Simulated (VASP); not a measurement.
# LiF (Fm-3m) in VASP: notebook

The runs below take LiF through single point, with PBE.

All numbers are computed with VASP 6.6.1; they aren't measurements. Logs are shortened: lines on timing, memory, paths and dates and some standing lists are left out, and cuts for length are marked.

## (1) The cell of the first run

It takes space group Fm-3m (No. 225, cubic). Conventional cell: a = 3.870 Å, b = 3.870 Å, c = 3.870 Å, α = 90.00°, β = 90.00°, γ = 90.00°. Within 2.6 Å of Li (site symmetry m-3m) lie 6 F at 1.94 Å. F (site symmetry m-3m) has 6 Li at 1.94 Å within 2.6 Å.

## (2) Single point, PBE (strain -3.0%)

File INCAR:

```
SYSTEM = LiF
ALGO = Normal ; EDIFF = 1E-6
ENCUT = 520 ; GGA = PE
ISIF = 2 ; ISMEAR = -1
LASPH = .TRUE. ; LCHARG = .FALSE.
LREAL = .FALSE. ; LWAVE = .FALSE.
NBANDS = 12 ; NELM = 80
PREC = Accurate ; SIGMA = 0.02
```

File KPOINTS:

```
k-points
0
G
  10 10 10
  0 0 0
```

File POSCAR:

```
LiF
1.0
    0.0000000000      1.9350255882      1.9350255882
    1.9350255882      0.0000000000      1.9350255882
    1.9350255882      1.9350255882      0.0000000000
Li F
1 1
Direct
    0.0000000000      0.0000000000      0.0000000000
    0.5000000000      0.5000000000      0.5000000000
```

Potentials or basis: VASP PAW PBE potentials, release 64 (Li_sv, F).

Started as:

```
> cat potpaw_PBE.64/Li_sv/POTCAR potpaw_PBE.64/F/POTCAR > POTCAR
> mpirun -np 1 vasp_std > vasp.out
```

OUTCAR:

```text
SYSTEM = LiF
   EDIFF = 1E-6
   ENCUT = 520
   GGA = PE
   ISIF = 2
   ISMEAR = -1
   LASPH = .TRUE.
   LREAL = .FALSE.
   NELM = 80
   PREC = Accurate

 ion  position               nearest neighbor table
   1  0.000  0.000  0.000-   2 1.94   2 1.94   2 1.94   2 1.94   2 1.94   2 1.94
   2  0.500  0.500  0.500-   1 1.94   1 1.94   1 1.94   1 1.94   1 1.94   1 1.94

  LATTYP: Found a face centered cubic cell.
 ALAT       =     3.8700511764

  Lattice vectors:

 A1 = (   0.0000000000,   1.9350255882,   1.9350255882)
 A2 = (   1.9350255882,   0.0000000000,   1.9350255882)
 A3 = (   1.9350255882,   1.9350255882,   0.0000000000)

Analysis of symmetry for initial positions (statically):
=====================================================================
 Subroutine PRICEL returns:
 Original cell was already a primitive cell.

 Routine SETGRP: Setting up the symmetry group for a
 face centered cubic supercell.

 Subroutine GETGRP returns: Found 48 space group operations
 (whereof 48 operations were pure point group operations)
 out of a pool of 48 trial point group operations.

The static configuration has the point symmetry O_h .

Analysis of symmetry for dynamics (positions and initial velocities):
=====================================================================
 Subroutine PRICEL returns:
 Original cell was already a primitive cell.

 Routine SETGRP: Setting up the symmetry group for a
 face centered cubic supercell.

 Subroutine GETGRP returns: Found 48 space group operations
 (whereof 48 operations were pure point group operations)
 out of a pool of 48 trial point group operations.

The dynamic configuration has the point symmetry O_h .

 Subroutine INISYM returns: Found 48 space group operations
 (whereof 48 operations are pure point group operations),
 and found     1 'primitive' translations

----------------------------------------------------------------------------------------

                                     Primitive cell

  volume of cell :      14.4907

  direct lattice vectors                    reciprocal lattice vectors
     0.000000000  1.935025588  1.935025588    -0.258394516  0.258394516  0.258394516
     1.935025588  0.000000000  1.935025588     0.258394516 -0.258394516  0.258394516
     1.935025588  1.935025588  0.000000000     0.258394516  0.258394516 -0.258394516

  length of vectors
     2.736539430  2.736539430  2.736539430     0.447552430  0.447552430  0.447552430

  position of ions in fractional coordinates (direct lattice)
     0.000000000  0.000000000  0.000000000
     0.500000000  0.500000000  0.500000000

  ion indices of the primitive-cell ions
   primitive index   ion index
                 1           1
                 2           2

----------------------------------------------------------------------------------------

 KPOINTS: k-points

Automatic generation of k-mesh.
 Grid dimensions read from file:
 generate k-points for:   10   10   10

 Generating k-lattice:

  Cartesian coordinates                     Fractional coordinates (reciprocal lattice)
    -0.025839452  0.025839452  0.025839452     0.100000000  0.000000000  0.000000000
     0.025839452 -0.025839452  0.025839452     0.000000000  0.100000000  0.000000000
     0.025839452  0.025839452 -0.025839452     0.000000000  0.000000000  0.100000000

  Length of vectors
     0.044755243  0.044755243  0.044755243

  Shift w.r.t. Gamma in fractional coordinates (k-lattice)
     0.000000000  0.000000000  0.000000000

 Subroutine IBZKPT returns following result:
 ===========================================

 Found     47 irreducible k-points:

 Following reciprocal coordinates:
            Coordinates               Weight
  0.000000  0.000000  0.000000      1.000000
  0.100000  0.000000  0.000000      8.000000
  0.200000  0.000000  0.000000      8.000000
  0.300000  0.000000  0.000000      8.000000
  0.400000  0.000000  0.000000      8.000000
  0.500000  0.000000  0.000000      4.000000
[... 16 lines left out ...]
  0.300000  0.300000  0.000000      6.000000
  0.400000  0.300000  0.000000     24.000000
 [... further k-points ...]
   k-points           NKPTS =     47   k-points in BZ     NKDIM =     47   number of bands    NBANDS=     12
   number of dos      NEDOS =    301   number of ions     NIONS =      2
   total plane-waves  NPLWV =   8000
   dimension x,y,z NGX =    20 NGY =   20 NGZ =   20
   dimension x,y,z NGXF=    40 NGYF=   40 NGZF=   40
   ions per type =               1   1
   NGX,Y,Z   is equivalent  to a cutoff of  12.15, 12.15, 12.15 a.u.
   NGXF,Y,Z  is equivalent  to a cutoff of  24.30, 24.30, 24.30 a.u.
 SYSTEM =  LiF
   PREC   = accura    normal or accurate (medium, high low for compatibility)
   ISTART =      0    job   : 0-new  1-cont  2-samecut
   ICHARG =      2    charge: 1-file 2-atom 10-const
   ISPIN  =      1    spin polarized calculation?
   LNONCOLLINEAR =      F non collinear calculations
   LSORBIT =      F    spin-orbit coupling
   LASPH  =      T    aspherical Exc in radial PAW
   ENCUT  =  520.0 eV  38.22 Ry    6.18 a.u.   5.09  5.09  5.09*2*pi/ulx,y,z
   NELM   =     80;   NELMIN=  2; NELMDL= -5     # of ELM steps
   EDIFF  = 0.1E-05   stopping-criterion for ELM
   LREAL  =      F    real-space projection
   EDIFFG = 0.1E-04   stopping-criterion for IOM
   NSW    =      0    number of steps for IOM
   IBRION =     -1    ionic relax: 0-MD 1-quasi-New 2-CG
   NFREE  =      0    steps in history (QN), initial steepest desc. (CG)
   ISIF   =      2    stress and relaxation
   ISYM   =      2    0-nonsym 1-usesym 2-fastsym
   POTIM  = 0.5000    time-step for ionic-motion
   TEBEG  =    0.0;   TEEND  =   0.0 temperature during run
   PSTRESS=    0.0 pullay stress
   NELECT =      10.0000    total number of electrons
   NUPDOWN=      -1.0000    fix difference up-down
   EMIN   =  10.00;   EMAX   =-10.00  energy-range for DOS
   EFERMI =   0.00;   METHOD = LEGACY
   ISMEAR =    -1;   SIGMA  =   0.02  broadening in eV -4-tet -1-fermi 0-gaus
   EFERMI_NEDOS =   21; number of points for ismear=-14 and -15
   IALGO  =     38    algorithm
   IMIX   =      4    mixing-type and parameters
     AMIX     =   0.40;   BMIX     =  1.00
     AMIX_MAG =   1.60;   BMIX_MAG =  1.00
  volume/ion in A,a.u.               =       7.25        48.89
  Fermi-wavevector in a.u.,A,eV,Ry     =   1.446699  2.733864 28.476142  2.092937
  Thomas-Fermi vector in A             =   2.564738
   LORBIT       =      0    0 simple, 1 ext, 2 COOP (PROOUT), +10 PAW based schemes
   GGA     = PE    functional components
[... 5 lines left out ...]
 non-spin polarized calculation
  energy-cutoff  :      520.00
  volume of cell :       14.49
 maximum number of plane-waves:       396
   NGX = 11   NGY = 11   NGZ = 11

 number of electron      10.0000000 magnetization

 number of electron       9.9999974 magnetization

 Free energy of the ion-electron system (eV)
  ---------------------------------------------------
  ext. energy  EPLUGINS =         0.00000000
  ---------------------------------------------------
  free energy    TOTEN  =        -9.55135565 eV

  energy without entropy =       -9.55135565  energy(sigma->0) =       -9.55135565

 E-fermi :   0.3332     XC(G=0): -10.5816

 val. band max:       -0.2307510143   @ k =   0.0000   0.0000   0.0000
 cond. band min:      10.0132038073   @ k =   0.0000   0.0000   0.0000
 fundamental gap:     10.2439548216
 Fermi energy:         0.3332390293

 k-point     1 :       0.0000    0.0000    0.0000
  band No.  band energies     occupation
      1     -40.9254      2.00000
      2     -20.5590      2.00000
      3      -0.2308      2.00000
      4      -0.2308      2.00000
      5      -0.2308      2.00000
      6      10.0132      0.00000
      7      25.2931      0.00000
      8      25.2931      0.00000
      9      25.2931      0.00000
     10      25.3620      0.00000
     11      25.3620      0.00000
     12      25.3620      0.00000

 k-point     2 :       0.1000    0.0000    0.0000
  band No.  band energies     occupation
      1     -40.9159      2.00000
      2     -20.5128      2.00000
      3      -0.5561      2.00000
      4      -0.2584      2.00000
      5      -0.2584      2.00000
      6      10.2944      0.00000
      7      22.2133      0.00000
      8      23.8442      0.00000
      9      23.8442      0.00000
     10      26.5234      0.00000
     11      26.5234      0.00000
     12      26.7594      0.00000

 k-point     3 :       0.2000    0.0000    0.0000
  band No.  band energies     occupation
      1     -40.8916      2.00000
      2     -20.3887      2.00000
      3      -1.3423      2.00000
      4      -0.3290      2.00000
      5      -0.3290      2.00000
      6      10.8900      0.00000
      7      19.6565      0.00000
      8      22.2034      0.00000
      9      22.2034      0.00000
     10      27.8614      0.00000
     11      27.9519      0.00000
     12      27.9519      0.00000
[... 286 lines left out ...]
 k-point    23 :       0.3000    0.3000    0.0000
  band No.  band energies     occupation
      1     -40.8438      2.00000
      2     -20.0407      2.00000
      3      -2.4363      2.00000
      4      -1.0233      2.00000
      5      -1.0233      2.00000
      6      13.2277      0.00000
      7      18.3788      0.00000
      8      20.0934      0.00000
      9      21.5566      0.00000
     10      21.5566      0.00000
     11      36.3977      0.00000
     12      37.2033      0.00000

 k-point    24 :       0.4000    0.3000    0.0000
  band No.  band energies     occupation
      1     -40.8259      2.00000
      2     -19.8984      2.00000
      3      -2.9419      2.00000
      4      -1.2723      2.00000
      5      -1.1399      2.00000
      6      14.0274      0.00000
      7      17.3005      0.00000
      8      19.6342      0.00000
      9      21.3007      0.00000
     10      22.3871      0.00000
     11      36.5446      0.00000
     12      36.8736      0.00000

 [... further k-points ...]
[... 5 lines left out ...]
  --------------------------------------------------------------------------------------
  -------------------------------------------------------------------------------------
  Total        1.2016542      1.2016542      1.2016542     -0.0000000     -0.0000000      0.0000000
  in kB      132.8617434    132.8617434    132.8617434     -0.0000000     -0.0000000      0.0000000
  external PRESSURE =     132.8617434 kB  Pullay stress =       0.0000000 kB

 VOLUME and BASIS-vectors are now :
 -----------------------------------------------------------------------------
  energy-cutoff  :      520.00
  volume of cell :       14.49
      direct lattice vectors                 reciprocal lattice vectors
     0.000000000  1.935025588  1.935025588    -0.258394516  0.258394516  0.258394516
     1.935025588  0.000000000  1.935025588     0.258394516 -0.258394516  0.258394516
     1.935025588  1.935025588  0.000000000     0.258394516  0.258394516 -0.258394516

 POSITION                                       TOTAL-FORCE (eV/Angst)
 -----------------------------------------------------------------------------------
      0.00000      0.00000      0.00000        -0.000000     -0.000000     -0.000000
      1.93503      1.93503      1.93503         0.000000      0.000000      0.000000
 -----------------------------------------------------------------------------------
    total drift:                                0.000000      0.000000      0.000000

  FREE ENERGIE OF THE ION-ELECTRON SYSTEM (eV)
  ---------------------------------------------------
  free  energy   TOTEN  =        -9.5513556467 eV

  energy  without entropy=       -9.5513556467  energy(sigma->0) =       -9.55135565
```

It took 7.3 s on 1 thread of Intel Xeon 6975P-C, shared host; peak memory 0.12 GiB.

Results:

| Quantity | Value |
| --- | --- |
| Free energy | -9.5514 eV |
| Band gap on the k mesh | 10.24 eV, direct |

Caveat: the cell differs from its parent crystal (strain -3.0%); the cutoff is under 1.25 times the usual one of these potentials, so pressure, stress and relaxed cells hold a basis-set (Pulay) error.

## (3) Single point, PBE (strain -2.5%)

File INCAR:

```
SYSTEM = LiF
PREC = Accurate
ENCUT = 520
EDIFF = 1E-7
ISMEAR = -1
SIGMA = 0.02
LREAL = .FALSE.
LASPH = .TRUE.
NELM = 100
ALGO = Normal
ISIF = 2
LWAVE = .FALSE.
LCHARG = .FALSE.
GGA = PE
NBANDS = 12
```

File KPOINTS:

```
Automatic mesh
0
G
  10 10 10
  0 0 0
```

File POSCAR:

```
LiF
1.0
    0.0000000000      1.9449999469      1.9449999469
    1.9449999469      0.0000000000      1.9449999469
    1.9449999469      1.9449999469      0.0000000000
Li F
1 1
Direct
    0.0000000000      0.0000000000      0.0000000000
    0.5000000000      0.5000000000      0.5000000000
```

Potentials or basis: VASP PAW PBE potentials, release 64 (Li_sv, F).

Started as:

```
> cat potpaw_PBE.64/Li_sv/POTCAR potpaw_PBE.64/F/POTCAR > POTCAR
> mpirun -np 1 vasp_std > vasp.out
```

OUTCAR:

```text
SYSTEM = LiF
   PREC = Accurate
   ENCUT = 520
   EDIFF = 1E-7
   ISMEAR = -1
   LREAL = .FALSE.
   LASPH = .TRUE.
   NELM = 100
   ISIF = 2
   GGA = PE

 ion  position               nearest neighbor table
   1  0.000  0.000  0.000-   2 1.94   2 1.94   2 1.94   2 1.94   2 1.94   2 1.94
   2  0.500  0.500  0.500-   1 1.94   1 1.94   1 1.94   1 1.94   1 1.94   1 1.94

  LATTYP: Found a face centered cubic cell.
 ALAT       =     3.8899998938

  Lattice vectors:

 A1 = (   0.0000000000,   1.9449999469,   1.9449999469)
 A2 = (   1.9449999469,   0.0000000000,   1.9449999469)
 A3 = (   1.9449999469,   1.9449999469,   0.0000000000)

Analysis of symmetry for initial positions (statically):
=====================================================================
 Subroutine PRICEL returns:
 Original cell was already a primitive cell.

 Routine SETGRP: Setting up the symmetry group for a
 face centered cubic supercell.

 Subroutine GETGRP returns: Found 48 space group operations
 (whereof 48 operations were pure point group operations)
 out of a pool of 48 trial point group operations.

The static configuration has the point symmetry O_h .
[... 166 lines left out ...]
 fundamental gap:     10.0815759756
 Fermi energy:         0.0559253735

 k-point     1 :       0.0000    0.0000    0.0000
  band No.  band energies     occupation
      1     -41.0589      2.00000
      2     -20.6201      2.00000
      3      -0.3394      2.00000
      4      -0.3394      2.00000
      5      -0.3394      2.00000
      6       9.7422      0.00000
      7      25.0291      0.00000
      8      25.0291      0.00000
      9      25.0291      0.00000
     10      25.0390      0.00000
     11      25.0391      0.00000
     12      25.0391      0.00000
[... 331 lines left out ...]
 k-point    24 :       0.4000    0.3000    0.0000
  band No.  band energies     occupation
      1     -40.9655      2.00000
      2     -19.9766      2.00000
      3      -2.9967      2.00000
      4      -1.3574      2.00000
      5      -1.2279      2.00000
      6      13.7620      0.00000
      7      17.0982      0.00000
      8      19.3508      0.00000
      9      21.0119      0.00000
     10      22.0948      0.00000
     11      36.0568      0.00000
     12      36.4772      0.00000

 [... further k-points ...]
[... 5 lines left out ...]
  --------------------------------------------------------------------------------------
  -------------------------------------------------------------------------------------
  Total        1.0580031      1.0580031      1.0580031      0.0000000      0.0000000     -0.0000000
  in kB      115.1883964    115.1883964    115.1883964      0.0000000      0.0000000     -0.0000000
  external PRESSURE =     115.1883964 kB  Pullay stress =       0.0000000 kB

 VOLUME and BASIS-vectors are now :
 -----------------------------------------------------------------------------
  energy-cutoff  :      520.00
  volume of cell :       14.72
      direct lattice vectors                 reciprocal lattice vectors
     0.000000000  1.944999947  1.944999947    -0.257069416  0.257069416  0.257069416
     1.944999947  0.000000000  1.944999947     0.257069416 -0.257069416  0.257069416
     1.944999947  1.944999947  0.000000000     0.257069416  0.257069416 -0.257069416

 POSITION                                       TOTAL-FORCE (eV/Angst)
 -----------------------------------------------------------------------------------
      0.00000      0.00000      0.00000         0.000000     -0.000000      0.000000
      1.94500      1.94500      1.94500         0.000000      0.000000     -0.000000
 -----------------------------------------------------------------------------------
    total drift:                                0.000000      0.000000      0.000000

  FREE ENERGIE OF THE ION-ELECTRON SYSTEM (eV)
  ---------------------------------------------------
  free  energy   TOTEN  =        -9.5696233592 eV

  energy  without entropy=       -9.5696233591  energy(sigma->0) =       -9.56962336
```

stdout:

```text
POSCAR found type information on POSCAR LiF
 POSCAR found :  2 types and       2 ions
 scaLAPACK will be used
 LDA part: xc-table for (Slater+PW92), standard interpolation
 POSCAR, INCAR and KPOINTS ok, starting setup
 FFT: planning ... GRIDC
 FFT: planning ... GRID_SOFT
 FFT: planning ... GRID
 WAVECAR not read
 entering main loop
```

It used 4.7 s of CPU time on 1 thread of Intel Xeon 6975P-C (shared host).

Results:

* Free energy: -9.5696 eV
* Band gap on the k mesh: 10.08 eV, direct

Caveat: the cell differs from its parent crystal (strain -2.5%); the cutoff is under 1.25 times the usual one of these potentials, so pressure, stress and relaxed cells hold a basis-set (Pulay) error.
